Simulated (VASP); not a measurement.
**Mo: single point with LDA**

Crystal: Mo.

```xyz
1
Lattice="-1.4857 1.7968 1.3846 1.4857 -1.7968 1.3846 1.4857 1.7968 -1.3846" Properties=species:S:1:pos:R:3 pbc="T T T"
Mo    0.0000    0.0000    0.0000
```

This cell differs from its parent crystal: strain +e along x and -e along y -0.1000, strain +e along z and -e/2 along x and y -0.1100.

```
Program                : VASP 6.6.1
Task                   : single point
Functional             : LDA
Potentials or basis    : VASP PAW LDA potentials, release 64 (Mo_sv)
Cutoff                 : 520 eV
k mesh                 : 20 × 20 × 20
Occupations            : gaussian, width 0.15 eV
Spin                   : no spin polarisation
Dipole correction      : no
Further INCAR settings : ALGO = Fast; EDIFF = 1e-07; NBANDS = 13
```

The pressure is 10.5 GPa and the band gap on the k mesh is zero (bands 7 and 8 overlap by 5.21 eV).

Stress tensor (GPa, compression positive):
```
13.36  0.00  0.00
 0.00 -3.90  0.00
 0.00  0.00 22.05
```

Levels at points of the mesh, in eV from the Fermi level:
| k point | band 3 | band 4 | band 5 | band 6 | band 7 | band 8 | band 9 | band 10 | band 11 | band 12 |
| --- | --- | --- | --- | --- | --- | --- | --- | --- | --- | --- |
| (0.00, 0.00, 0.00) | -33.92 | -33.84 | -7.16 | -2.02 | -0.88 | -0.15 | 0.83 | 2.75 | 13.18 | 16.34 |
| (0.50, 0.00, 0.00) | -34.40 | -34.06 | -5.33 | -2.71 | -0.01 | 2.13 | 4.25 | 4.66 | 12.42 | 12.61 |
| (0.00, 0.50, 0.00) | -34.56 | -34.29 | -5.68 | -4.78 | 3.46 | 3.56 | 4.54 | 5.44 | 12.47 | 14.51 |
| (0.50, 0.50, 0.00) | -34.17 | -33.98 | -5.22 | -1.60 | -0.59 | 1.39 | 3.04 | 4.88 | 11.83 | 12.84 |
| (0.50, 0.50, 0.50) | -34.93 | -34.57 | -5.85 | -5.26 | 4.22 | 4.87 | 5.02 | 6.11 | 10.75 | 12.78 |

Run time: 3.1 min on 1 thread of Intel Xeon 8259CL, with other jobs on the host, peak memory 0.31 GiB.

Caveat: the cell differs from its parent crystal (strain +e along x and -e along y -0.1000, strain +e along z and -e/2 along x and y -0.1100); the cell stands under pressure.
